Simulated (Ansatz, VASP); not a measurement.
Be in VASP and in Ansatz

```xyz
1
Lattice="-1.2719 1.2719 1.2155 1.2719 -1.2719 1.2155 1.2719 1.2719 -1.2155" Properties=species:S:1:pos:R:3 pbc="T T T"
Be    0.0000    0.0000    0.0000
```

Change from the starting cell: strain +0.015 along x and y, -0.030 along z, atoms carried along.

Alike in both runs: task single point; functional PBEsol; k mesh 26 × 26 × 26; occupations gaussian, width 0.15 eV; no spin polarisation.

|  | VASP | Ansatz |
| --- | --- | --- |
| version | VASP 6.6.1 | Ansatz 0.2.0 |
| potentials or method | VASP PAW PBE potentials, release 64 (Be), cutoff 520 eV | scalar-relativistic, plane waves, PAW |
| valence electrons in the cell | 2 | 2 |

```tsv
	VASP	Ansatz	Ansatz less VASP
gap on the k mesh at the Fermi level (eV)	none	none	-
pressure (GPa)	-1.3	-1.6	-0.36
traceless stress, the component that is largest in VASP (GPa)	2.15	2.12	-0.034
```

VASP's potentials were made for PBE, not for PBEsol. A gap of «none» marks a metal or a gap that the smearing closes.
